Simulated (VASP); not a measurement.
Set up this calculation in VASP 6.6.1, as the native input.

```
Task                   : relaxation of cell and atoms
Functional             : PBEsol
Potentials or basis    : VASP PAW PBE potentials, release 64 (Sc_sv)
Cutoff                 : 500 eV
k mesh                 : 9 × 9 × 9
Occupations            : gaussian, width 0.05 eV
Spin                   : no spin polarisation
Dipole correction      : no
Further INCAR settings : ALGO = Normal; EDIFF = 1e-07; IBRION = 2; EDIFFG = -0.01; NSW = 60; ISIF = 3
```

The structure of Sc lies in POSCAR:

```
Sc
1.0
    0.0000000000      2.3200000000      2.3200000000
    2.3200000000      0.0000000000      2.3200000000
    2.3200000000      2.3200000000      0.0000000000
Sc
1
Direct
    0.0000000000      0.0000000000      0.0000000000
```

This isn't the form of Sc at room conditions, which is hcp.

These files were run (other wordings do the same):

INCAR

```
SYSTEM = Sc
  PREC = Accurate
  ENCUT = 500
  EDIFF = 1E-7
  ISMEAR = 0
  SIGMA = 0.05
  LREAL = .False.
  LASPH = .True.
  NELM = 120
  ALGO = Normal
  ISIF = 3
  LWAVE = .False.
  LCHARG = .False.
  GGA = PS
  IBRION = 2
  NSW = 60
  EDIFFG = -0.01
  GGA_COMPAT = .False.
  NELMIN = 4
```

KPOINTS

```
Automatic mesh
0
Gamma
  9 9 9
  0 0 0
```

Potentials or basis: VASP PAW PBE potentials, release 64 (Sc_sv).

Command:

```sh
$ cat potpaw_PBE.64/Sc_sv/POTCAR > POTCAR
$ mpirun -np 1 vasp_std > vasp.out
```

Results of the run:

```json
{
  "Relaxed volume": "23.53 Å³/atom",
  "Relaxed cell": "a = 3.217 Å, b = 3.217 Å, c = 3.217 Å, α = 60.00°, β = 60.00°, γ = 60.00°",
  "Space group after relaxing (to 0.1 Å)": "Fm-3m (No. 225)",
  "Energy gained by relaxing": "13.8 meV/atom",
  "Ionic steps": "3",
  "Pressure after relaxing": "0.0 GPa",
  "Band gap on the k mesh": "zero (an odd number of electrons rules out a gap without spin polarisation)"
}
```

Caveat: the PAW data sets were made with another functional, which shifts forces and pressure a little.

It took 8.5 s on 1 thread of Intel(R) Xeon(R) Platinum 8488C (Sapphire Rapids) (shared host), peak memory 0.14 GiB.
